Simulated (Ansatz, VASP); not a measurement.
# HfO2: VASP beside Ansatz

INCAR

```
SYSTEM = HfO2
PREC     = Accurate       ! precision mode
ENCUT    = 520            ! plane-wave cutoff, eV
EDIFF    = 1E-6           ! SCF threshold, eV
ISMEAR   = 0              ! smearing method
SIGMA    = 0.02           ! smearing width, eV
LREAL    = .FALSE.        ! projectors in reciprocal space
LASPH    = .TRUE.         ! aspherical terms in the spheres
NELM     = 80             ! most SCF steps
ALGO     = Normal         ! electronic algorithm
ISIF     = 2              ! what is computed and relaxed
LWAVE    = .FALSE.        ! write WAVECAR
LCHARG   = .TRUE.         ! write CHGCAR
GGA      = PE             ! functional
LELF     = .TRUE.         ! ELF
LVHAR    = .TRUE.       
NBANDS   = 31             ! bands
```

The input KPOINTS:

```
regular mesh
0
G
  6 6 4
  0 0 0
```

The input POSCAR:

```
HfO2
1.0
    3.6043047906      0.0000000000      0.0000000000
    0.0000000000      3.6043047906      0.0000000000
    0.0000000000      0.0000000000      5.2639670838
Hf O
2 4
Direct
    0.5000000000      0.5000000000      0.5000000000
    0.0000000000      0.0000000000      0.0000000000
    0.0000000000      0.5000000000      0.6932521158
    0.5000000000      0.0000000000      0.8067478842
    0.5000000000      0.0000000000      0.3067478842
    0.0000000000      0.5000000000      0.1932521158
```

Input for Ansatz:

```yaml
crystal:
  lattice:
    - [3.6043047982, 0.0, 0.0]
    - [0.0, 3.6043047982, 0.0]
    - [0.0, 0.0, 5.2639671552]
  atoms:
    - { symbol: Hf, position: [0.5, 0.5, 0.5] }
    - { symbol: Hf, position: [0.0, 0.0, 0.0] }
    - { symbol: O, position: [0.0, 0.5, 0.6932521093] }
    - { symbol: O, position: [0.5, 0.0, 0.8067478907] }
    - { symbol: O, position: [0.5, 0.0, 0.3067478907] }
    - { symbol: O, position: [0.0, 0.5, 0.1932521093] }
basis:
  ecutwfc: 420
kpoints:
  mp_grid: { grid: [6, 6, 4] }
  band_path:
    path:
      - [[0.0, 0.0, 0.0], [0.0, 0.5, 0.0], [0.5, 0.5, 0.0], [0.0, 0.0, 0.0], [0.0, 0.0, 0.5], [0.0, 0.5, 0.5], [0.5, 0.5, 0.5], [0.0, 0.0, 0.5]]
      - [[0.0, 0.5, 0.0], [0.0, 0.5, 0.5]]
      - [[0.5, 0.5, 0.0], [0.5, 0.5, 0.5]]
    npoints: 14
hamiltonian:
  xc: pbe
scf:
  occupations: { method: gaussian, width: 0.02 }
  n_extra_bands: 15
output:
  forces: true
  stress: true
  eigenvalues: true
  populations: true
  dos: { projected: true, de: 0.02, nscf_kmesh: { grid: [9, 9, 6] } }
  bader: true
  write_density: true
  write_potential: true
  elf: true
  volumetric_format: npy
```

Alike in both runs: task single point; functional PBE; k mesh 6 × 6 × 4; occupations gaussian, width 0.02 eV; no spin polarisation.

```csv
,VASP,Ansatz
version,VASP 6.6.1,Ansatz 0.2.0
potentials or method,"VASP PAW PBE potentials, release 64 (Hf_pv, O), cutoff 520 eV","scalar-relativistic, plane waves, PAW"
valence electrons in the cell,44,76
```

Ansatz gave:

```
gap on the k mesh at the Fermi level (eV)                     : 4.67
least direct gap on the mesh (eV)                             : 4.73
pressure (GPa)                                                : 0.0
traceless stress, the component that is largest in VASP (GPa) : 0.00
rms of the force components (eV/Å)                            : 0.000
```

Problem. Which values does VASP return?

Solution. gap on the k mesh at the Fermi level (eV): 4.65; least direct gap on the mesh (eV): 4.72; pressure (GPa): -3.1; traceless stress, the component that is largest in VASP (GPa): 0.12; rms of the force components (eV/Å): 0.023.

Atom by atom the forces differ by 0.023 eV/Å (rms over components). The functional is the same, so the differences come from potentials, cutoffs and numerics. VASP's potentials hold 44 valence electrons a cell and Ansatz's 76, so a difference there can come from the potentials and not from the codes.

Spin-orbit coupling is off throughout.
